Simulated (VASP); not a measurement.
Runs of VASP 6.6.1 on W. The structure is that of space group Pbcm (No. 57), or close to it. The cells are those of the table. 

```tsv
cell	gap on the mesh (eV)	pressure (GPa)	largest force (eV/Å)
a = 2.833, b = 4.904, c = 4.964 Å, 4 atoms	none	-12.2	(a)
a = 2.810, b = 4.864, c = 4.924 Å, 4 atoms	none	-6.0	0.16
a = 2.713, b = 4.696, c = 4.754 Å, 4 atoms	none	29.1	0.45
a = 2.762, b = 4.781, c = 4.840 Å, 4 atoms	none	9.3	0.17
a = 2.738, b = 4.739, c = 4.797 Å, 4 atoms	none	18.5	0.30
a = 2.786, b = 4.823, c = 4.882 Å, 4 atoms	none	1.2	(b)
```

Alike in all rows: task single point; level r2SCAN; potentials or basis VASP PAW PBE potentials, release 64 (W_sv); no spin polarisation; k mesh 8 × 5 × 5; cutoff (eV) 520; smearing methfessel-paxton 0.1 eV.

Q: Estimate the missing entries.

A: (a) 0.27; (b) 0.10.

Caveats: the PAW data sets were made with another functional, which shifts forces and pressure a little; spin-orbit coupling is left out, which moves the levels of the heavy elements.

A k mesh can miss the band edges, and the runs leave out spin-orbit coupling on W.

A gap of «none» marks levels without a gap at the run's occupations.
